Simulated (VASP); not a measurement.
# MgAu (Pm-3m) in VASP: a series of runs, part 2 of 2

VASP 6.6.1.

## Step 5: Single point, LDA

This run uses another cell than the first one, of 18.00 Å³/atom, 1.095 times its volume.

Contents of INCAR:

```
SYSTEM = MgAu
ALGO = Normal
EDIFF = 1E-6
ENCUT = 520
ISIF = 2
ISMEAR = 1
LASPH = .True.
LCHARG = .False.
LREAL = .False.
LWAVE = .False.
NBANDS = 14
NELM = 100
PREC = Accurate
SIGMA = 0.1
```

Contents of KPOINTS:

```
k-points
0
Gamma
  9 9 9
  0 0 0
```

Contents of POSCAR:

```
MgAu
1.0
    3.3018864970      0.0000000000      0.0000000000
    0.0000000000      3.3018864970      0.0000000000
    0.0000000000      0.0000000000      3.3018864970
Mg Au
1 1
Direct
    0.5000000000      0.5000000000      0.5000000000
    0.0000000000      0.0000000000      0.0000000000
```

Potentials or basis: VASP PAW LDA potentials, release 64 (Mg, Au).

Launch:

```bash
cat potpaw_LDA.64/Mg/POTCAR potpaw_LDA.64/Au/POTCAR > POTCAR
mpirun -np 1 vasp_std > vasp.out
```

OUTCAR:

```text
SYSTEM = MgAu
   EDIFF = 1E-6
   ENCUT = 520
   ISIF = 2
   ISMEAR = 1
   LASPH = .True.
   LREAL = .False.
   NELM = 100
   PREC = Accurate

 ion  position               nearest neighbor table
   1  0.500  0.500  0.500-   2 2.86   2 2.86   2 2.86   2 2.86   2 2.86   2 2.86   2 2.86   2 2.86

   2  0.000  0.000  0.000-   1 2.86   1 2.86   1 2.86   1 2.86   1 2.86   1 2.86   1 2.86   1 2.86

  LATTYP: Found a simple cubic cell.
 ALAT       =     3.3018864970

  Lattice vectors:

 A1 = (   3.3018864970,   0.0000000000,   0.0000000000)
 A2 = (   0.0000000000,   3.3018864970,   0.0000000000)
 A3 = (   0.0000000000,   0.0000000000,   3.3018864970)

Analysis of symmetry for initial positions (statically):
=====================================================================
 Subroutine PRICEL returns:
 Original cell was already a primitive cell.

 Routine SETGRP: Setting up the symmetry group for a
 simple cubic supercell.

 Subroutine GETGRP returns: Found 48 space group operations
 (whereof 48 operations were pure point group operations)
 out of a pool of 48 trial point group operations.

The static configuration has the point symmetry O_h .

Analysis of symmetry for dynamics (positions and initial velocities):
=====================================================================
 Subroutine PRICEL returns:
 Original cell was already a primitive cell.

 Routine SETGRP: Setting up the symmetry group for a
 simple cubic supercell.

 Subroutine GETGRP returns: Found 48 space group operations
 (whereof 48 operations were pure point group operations)
 out of a pool of 48 trial point group operations.

The dynamic configuration has the point symmetry O_h .

 Subroutine INISYM returns: Found 48 space group operations
 (whereof 48 operations are pure point group operations),
 and found     1 'primitive' translations

----------------------------------------------------------------------------------------

                                     Primitive cell

  volume of cell :      35.9987

  direct lattice vectors                    reciprocal lattice vectors
     3.301886497  0.000000000  0.000000000     0.302857170  0.000000000  0.000000000
     0.000000000  3.301886497  0.000000000     0.000000000  0.302857170  0.000000000
     0.000000000  0.000000000  3.301886497     0.000000000  0.000000000  0.302857170

  length of vectors
     3.301886497  3.301886497  3.301886497     0.302857170  0.302857170  0.302857170

  position of ions in fractional coordinates (direct lattice)
     0.500000000  0.500000000  0.500000000
     0.000000000  0.000000000  0.000000000

  ion indices of the primitive-cell ions
   primitive index   ion index
                 1           1
                 2           2

----------------------------------------------------------------------------------------

 KPOINTS: k-points

Automatic generation of k-mesh.
 Grid dimensions read from file:
 generate k-points for:    9    9    9

 Generating k-lattice:

  Cartesian coordinates                     Fractional coordinates (reciprocal lattice)
     0.033650797  0.000000000  0.000000000     0.111111111  0.000000000  0.000000000
     0.000000000  0.033650797  0.000000000     0.000000000  0.111111111  0.000000000
[... 42 lines left out ...]
   total plane-waves  NPLWV =  21952
   dimension x,y,z NGX =    28 NGY =   28 NGZ =   28
   dimension x,y,z NGXF=    56 NGYF=   56 NGZF=   56
   ions per type =               1   1
   NGX,Y,Z   is equivalent  to a cutoff of  14.10, 14.10, 14.10 a.u.
   NGXF,Y,Z  is equivalent  to a cutoff of  28.20, 28.20, 28.20 a.u.
 SYSTEM =  MgAu
   PREC   = accura    normal or accurate (medium, high low for compatibility)
   ISTART =      0    job   : 0-new  1-cont  2-samecut
   ICHARG =      2    charge: 1-file 2-atom 10-const
   ISPIN  =      1    spin polarized calculation?
   LNONCOLLINEAR =      F non collinear calculations
   LSORBIT =      F    spin-orbit coupling
   LASPH  =      T    aspherical Exc in radial PAW
   ENCUT  =  520.0 eV  38.22 Ry    6.18 a.u.   6.14  6.14  6.14*2*pi/ulx,y,z
   NELM   =    100;   NELMIN=  2; NELMDL= -5     # of ELM steps
   EDIFF  = 0.1E-05   stopping-criterion for ELM
   LREAL  =      F    real-space projection
   EDIFFG = 0.1E-04   stopping-criterion for IOM
   NSW    =      0    number of steps for IOM
   IBRION =     -1    ionic relax: 0-MD 1-quasi-New 2-CG
   NFREE  =      0    steps in history (QN), initial steepest desc. (CG)
   ISIF   =      2    stress and relaxation
   ISYM   =      2    0-nonsym 1-usesym 2-fastsym
   POTIM  = 0.5000    time-step for ionic-motion
   TEBEG  =    0.0;   TEEND  =   0.0 temperature during run
   PSTRESS=    0.0 pullay stress
   NELECT =      13.0000    total number of electrons
   NUPDOWN=      -1.0000    fix difference up-down
   EMIN   =  10.00;   EMAX   =-10.00  energy-range for DOS
   EFERMI =   0.00;   METHOD = LEGACY
   ISMEAR =     1;   SIGMA  =   0.10  broadening in eV -4-tet -1-fermi 0-gaus
   EFERMI_NEDOS =   21; number of points for ismear=-14 and -15
   IALGO  =     38    algorithm
   IMIX   =      4    mixing-type and parameters
     AMIX     =   0.40;   BMIX     =  1.00
     AMIX_MAG =   1.60;   BMIX_MAG =  1.00
  volume/ion in A,a.u.               =      18.00       121.47
  Fermi-wavevector in a.u.,A,eV,Ry     =   1.165808  2.203058 18.491800  1.359109
  Thomas-Fermi vector in A             =   2.302329
   LORBIT       =      0    0 simple, 1 ext, 2 COOP (PROOUT), +10 PAW based schemes
   GGA     = CA    functional components
   LHFCALC =     F    Hartree Fock is set to
   AEXX    =    0.0000 exact exchange contribution
   IVDW    =     0    specifies the selected vdW correction
   LEPSILON=     F    determine dielectric tensor
   LRPA    =     F    only Hartree local field effects (RPA)
 non-spin polarized calculation
 Methfessel and Paxton  Order N= 1 SIGMA  =   0.10
  energy-cutoff  :      520.00
  volume of cell :       36.00
 maximum number of plane-waves:       983
 NGX is ok and might be reduce to    28
   NGX = 13   NGY = 13   NGZ = 13

 number of electron      13.0000000 magnetization

 Free energy of the ion-electron system (eV)
  ---------------------------------------------------
  ext. energy  EPLUGINS =         0.00000000
  ---------------------------------------------------
  free energy    TOTEN  =        -7.54938390 eV

  energy without entropy =       -7.54864264  energy(sigma->0) =       -7.54913681

 E-fermi :   6.3541     XC(G=0): -11.0771

 val. band max:        6.0457892310   @ k =   0.3333   0.1111   0.1111
 cond. band min:       6.3566497111   @ k =   0.3333   0.2222   0.0000
 fundamental gap:      0.3108604801
 Fermi energy:         6.3541072990

 k-point     1 :       0.0000    0.0000    0.0000
  band No.  band energies     occupation
      1      -2.6153      2.00000
      2       0.6408      2.00000
      3       0.6408      2.00000
      4       2.2822      2.00000
      5       2.2822      2.00000
      6       2.2822      2.00000
      7      11.5023      0.00000
      8      11.5023      0.00000
      9      11.5023      0.00000
     10      15.0567      0.00000
     11      15.0567      0.00000
     12      15.8349      0.00000
     13      23.5406      0.00000
     14      23.5406      0.00000
[... 377 lines left out ...]
      1       0.3258      2.00000
      2       0.7999      2.00000
      3       1.5146      2.00000
      4       1.6718      2.00000
      5       2.1890      2.00000
      6       3.4609      2.00000
      7       5.2806      2.00000
      8       8.4143      0.00000
      9      11.2998      0.00000
     10      14.7486      0.00000
     11      16.0427      0.00000
     12      18.1183      0.00000
     13      19.4601      0.00000
     14      21.3616      0.00000

 [... further k-points ...]

------------------------ aborting loop because EDIFF is reached ----------------------------------------

  FORCE on cell =-STRESS in cart. coord.  units (eV):
  Direction    XX          YY          ZZ          XY          YZ          ZX
  --------------------------------------------------------------------------------------
  -------------------------------------------------------------------------------------
  Total       -1.5211729     -1.5211729     -1.5211729      0.0000000      0.0000000     -0.0000000
  in kB      -67.7021943    -67.7021943    -67.7021943      0.0000000      0.0000000     -0.0000000
  external PRESSURE =     -67.7021943 kB  Pullay stress =       0.0000000 kB

 VOLUME and BASIS-vectors are now :
 -----------------------------------------------------------------------------
  energy-cutoff  :      520.00
  volume of cell :       36.00
      direct lattice vectors                 reciprocal lattice vectors
     3.301886497  0.000000000  0.000000000     0.302857170  0.000000000  0.000000000
     0.000000000  3.301886497  0.000000000     0.000000000  0.302857170  0.000000000
     0.000000000  0.000000000  3.301886497     0.000000000  0.000000000  0.302857170

 POSITION                                       TOTAL-FORCE (eV/Angst)
 -----------------------------------------------------------------------------------
      1.65094      1.65094      1.65094         0.000000      0.000000      0.000000
      0.00000      0.00000      0.00000         0.000000      0.000000      0.000000
 -----------------------------------------------------------------------------------
    total drift:                               -0.000000     -0.000000     -0.000000

  FREE ENERGIE OF THE ION-ELECTRON SYSTEM (eV)
  ---------------------------------------------------
  free  energy   TOTEN  =        -7.5493838992 eV

  energy  without entropy=       -7.5486426403  energy(sigma->0) =       -7.54913681
```

OSZICAR:

```text
N       E                     dE             d eps       ncg     rms          rms(c)
DAV:   1     0.483868729766E+02    0.48387E+02   -0.56073E+03   988   0.774E+02
DAV:   2    -0.716591126861E+01   -0.55553E+02   -0.51363E+02  1172   0.160E+02
DAV:   3    -0.812079794109E+01   -0.95489E+00   -0.94591E+00  1238   0.201E+01
DAV:   4    -0.812419421992E+01   -0.33963E-02   -0.33962E-02  1148   0.143E+00
DAV:   5    -0.812422548485E+01   -0.31265E-04   -0.31265E-04  1274   0.140E-01    0.534E+00
DAV:   6    -0.759140580683E+01    0.53282E+00   -0.23328E+00  1112   0.118E+01    0.272E+00
DAV:   7    -0.756437301137E+01    0.27033E-01   -0.26723E-02  1082   0.146E+00    0.149E+00
DAV:   8    -0.754943581157E+01    0.14937E-01   -0.74170E-03  1184   0.527E-01    0.121E-01
DAV:   9    -0.754939308348E+01    0.42728E-04   -0.22816E-04  1172   0.963E-02    0.552E-02
DAV:  10    -0.754938396830E+01    0.91152E-05   -0.90872E-06  1190   0.251E-02    0.563E-03
DAV:  11    -0.754938389920E+01    0.69095E-07   -0.12302E-07   766   0.246E-03
   1 F= -.75493839E+01 E0= -.75491368E+01  d E =-.741259E-03
```

stdout:

```text
POSCAR found type information on POSCAR MgAu
 POSCAR found :  2 types and       2 ions
 scaLAPACK will be used
 LDA part: xc-table for (Slater(with rela. corr.)+CA(PZ))
 , standard interpolation
 POSCAR, INCAR and KPOINTS ok, starting setup
 FFT: planning ... GRIDC
 FFT: planning ... GRID_SOFT
 FFT: planning ... GRID
 WAVECAR not read
 entering main loop
```

It took 25 s on 1 thread of Intel Xeon 8259CL, shared host; peak memory 0.15 GiB.

What came out:

| Item | Value |
| --- | --- |
| Free energy | -7.5494 eV |
| Pressure | -6.8 GPa |

Caveat: spin-orbit coupling is left out, which moves the levels of the heavy elements.

## Step 6: Single point, LDA

This run uses another cell than the first one, of 18.52 Å³/atom, 1.126 times its volume.

Contents of INCAR:

```
PREC     = Accurate       # precision mode
ENCUT    = 520            # plane-wave cutoff, eV
EDIFF    = 1E-6           # SCF threshold, eV
ISMEAR   = 1              # smearing method
SIGMA    = 0.1            # smearing width, eV
LREAL    = F              # projectors in reciprocal space
LASPH    = T              # aspherical terms in the spheres
NELM     = 100            # most SCF steps
ALGO     = Normal         # electronic algorithm
ISIF     = 2              # what is computed and relaxed
LWAVE    = F              # write WAVECAR
LCHARG   = T              # write CHGCAR
GGA      = CA             # functional
LELF     = T              # ELF
LVHAR    = T            
NBANDS   = 14             # bands
```

Contents of KPOINTS:

```
Automatic mesh
0
Gamma
  9 9 9
```

Contents of POSCAR:

```
MgAu
1.0
    3.3333349278      0.0000000000      0.0000000000
    0.0000000000      3.3333349278      0.0000000000
    0.0000000000      0.0000000000      3.3333349278
Mg Au
1 1
Direct
    0.5000000000      0.5000000000      0.5000000000
    0.0000000000      0.0000000000      0.0000000000
```

Potentials or basis: VASP PAW LDA potentials, release 64 (Mg, Au).

Launch:

```bash
cat potpaw_LDA.64/Mg/POTCAR potpaw_LDA.64/Au/POTCAR > POTCAR
mpirun -np 1 vasp_std > vasp.out
```

OUTCAR:

```text
PREC = Accurate
   ENCUT = 520
   EDIFF = 1E-6
   ISMEAR = 1
   LREAL = F
   LASPH = T
   NELM = 100
   ISIF = 2
   GGA = CA

 ion  position               nearest neighbor table
   1  0.500  0.500  0.500-   2 2.89   2 2.89   2 2.89   2 2.89   2 2.89   2 2.89   2 2.89   2 2.89

   2  0.000  0.000  0.000-   1 2.89   1 2.89   1 2.89   1 2.89   1 2.89   1 2.89   1 2.89   1 2.89

  LATTYP: Found a simple cubic cell.
 ALAT       =     3.3333349278

  Lattice vectors:

 A1 = (   3.3333349278,   0.0000000000,   0.0000000000)
 A2 = (   0.0000000000,   3.3333349278,   0.0000000000)
 A3 = (   0.0000000000,   0.0000000000,   3.3333349278)

Analysis of symmetry for initial positions (statically):
=====================================================================
 Subroutine PRICEL returns:
 Original cell was already a primitive cell.

 Routine SETGRP: Setting up the symmetry group for a
 simple cubic supercell.

 Subroutine GETGRP returns: Found 48 space group operations
 (whereof 48 operations were pure point group operations)
 out of a pool of 48 trial point group operations.

[... 175 lines left out ...]
      4       2.0510      2.00000
      5       2.0510      2.00000
      6       2.0510      2.00000
      7      11.1271      0.00000
      8      11.1271      0.00000
      9      11.1271      0.00000
     10      14.6415      0.00000
     11      14.6415      0.00000
     12      15.1737      0.00000
     13      23.1003      0.00000
     14      23.1003      0.00000
[... 377 lines left out ...]
      1       0.1782      2.00000
      2       0.6428      2.00000
      3       1.3230      2.00000
      4       1.4742      2.00000
      5       1.9729      2.00000
      6       3.2064      2.00000
      7       5.0058      2.00000
      8       8.0610      0.00000
      9      10.8552      0.00000
     10      14.2897      0.00000
     11      15.5726      0.00000
     12      17.6433      0.00000
     13      18.9486      0.00000
     14      20.8114      0.00000

 [... further k-points ...]

------------------------ aborting loop because EDIFF is reached ----------------------------------------

  FORCE on cell =-STRESS in cart. coord.  units (eV):
  Direction    XX          YY          ZZ          XY          YZ          ZX
  --------------------------------------------------------------------------------------
  -------------------------------------------------------------------------------------
  Total       -1.9825824     -1.9825824     -1.9825824      0.0000000     -0.0000000      0.0000000
  in kB      -85.7639904    -85.7639904    -85.7639904      0.0000000     -0.0000000      0.0000000
  external PRESSURE =     -85.7639904 kB  Pullay stress =       0.0000000 kB

 VOLUME and BASIS-vectors are now :
 -----------------------------------------------------------------------------
  energy-cutoff  :      520.00
  volume of cell :       37.04
      direct lattice vectors                 reciprocal lattice vectors
     3.333334928  0.000000000  0.000000000     0.299999856  0.000000000  0.000000000
     0.000000000  3.333334928  0.000000000     0.000000000  0.299999856  0.000000000
     0.000000000  0.000000000  3.333334928     0.000000000  0.000000000  0.299999856

 POSITION                                       TOTAL-FORCE (eV/Angst)
 -----------------------------------------------------------------------------------
      1.66667      1.66667      1.66667         0.000000      0.000000      0.000000
      0.00000      0.00000      0.00000         0.000000      0.000000      0.000000
 -----------------------------------------------------------------------------------
    total drift:                               -0.000000     -0.000000     -0.000000

  FREE ENERGIE OF THE ION-ELECTRON SYSTEM (eV)
  ---------------------------------------------------
  free  energy   TOTEN  =        -7.4998462367 eV

  energy  without entropy=       -7.4995089004  energy(sigma->0) =       -7.49973379
```

stdout:

```text
POSCAR found type information on POSCAR MgAu
 POSCAR found :  2 types and       2 ions
 scaLAPACK will be used
 LDA part: xc-table for (Slater(with rela. corr.)+CA(PZ))
 , standard interpolation
 POSCAR, INCAR and KPOINTS ok, starting setup
 FFT: planning ... GRIDC
 FFT: planning ... GRID_SOFT
 FFT: planning ... GRID
 WAVECAR not read
 entering main loop
```

Wall time 27 s (1 thread of Intel Xeon 8259CL, shared host); peak memory 0.15 GiB.

What came out:

- Free energy: -7.4998 eV
- Pressure: -8.6 GPa

Caveat: spin-orbit coupling is left out, which moves the levels of the heavy elements.

## Step 7: The runs side by side

| cell | gap on the mesh (eV) | pressure (GPa) |
| --- | --- | --- |
| a = 3.204 Å, 2 atoms | none | 1.1 |
| a = 3.237 Å, 2 atoms | none | -2.1 |
| a = 3.270 Å, 2 atoms | none | -4.6 |
| a = 3.302 Å, 2 atoms | none | -6.8 |
| a = 3.333 Å, 2 atoms | none | -8.6 |

Alike in all rows: task single point; level LDA; potentials or basis VASP PAW LDA potentials, release 64 (Mg, Au); no spin polarisation; k mesh 9 × 9 × 9; cutoff (eV) 520; smearing methfessel-paxton 0.1 eV.

Caveats: spin-orbit coupling is left out, which moves the levels of the heavy elements.

Total energies depend on the potentials used, so only differences within one code and one set of settings carry meaning.
